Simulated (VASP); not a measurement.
Wanted: the native input for a VASP 6.6.1 run.

```
Task                   : single point
Functional             : PBEsol
Potentials or basis    : VASP PAW PBE potentials, release 64 (Be, S)
Cutoff                 : 520 eV
k mesh                 : 10 × 10 × 10
Occupations            : gaussian, width 0.05 eV
Spin                   : no spin polarisation
Dipole correction      : no
Further INCAR settings : ALGO = Normal; EDIFF = 1e-07; NBANDS = 11
```

The structure of BeS lies in POSCAR:

```
BeS
1.0
    0.0000000000      2.2173072541      2.4022830488
    2.4022830488      0.0000000000      2.4022830488
    2.4022830488      2.2173072541      0.0000000000
Be S
1 1
Direct
    0.0000000000      0.0000000000      0.0000000000
    0.7500000000      0.7500000000      0.7500000000
```

This cell differs from its parent crystal: volume 12.796 Å^3 an atom, c/a of the conventional cell 0.9230.

These files were run (other wordings do the same):

INCAR

```
SYSTEM = BeS
ALGO = Normal
EDIFF = 1E-7
ENCUT = 520
GGA = PS
ISIF = 2
ISMEAR = 0
LASPH = .True.
LCHARG = .False.
LREAL = .False.
LWAVE = .False.
NBANDS = 11
NELM = 80
PREC = Accurate
SIGMA = 0.05
```

KPOINTS

```
k-points
0
Gamma
  10 10 10
  0 0 0
```

Potentials or basis: VASP PAW PBE potentials, release 64 (Be, S).

Run with:

```bash
$ cat potpaw_PBE.64/Be/POTCAR potpaw_PBE.64/S/POTCAR > POTCAR
$ mpirun -np 1 vasp_std > vasp.out
```

Results of the run:

The pressure is 11.9 GPa and the band gap on the k mesh is 1.96 eV, indirect (least direct gap 5.26 eV).

Caveat: the PAW data sets were made with another functional, which shifts forces and pressure a little.

Wall time 14 s on 1 thread of Intel(R) Xeon(R) 6975P-C (Granite Rapids), on a shared host, peak memory 0.15 GiB.
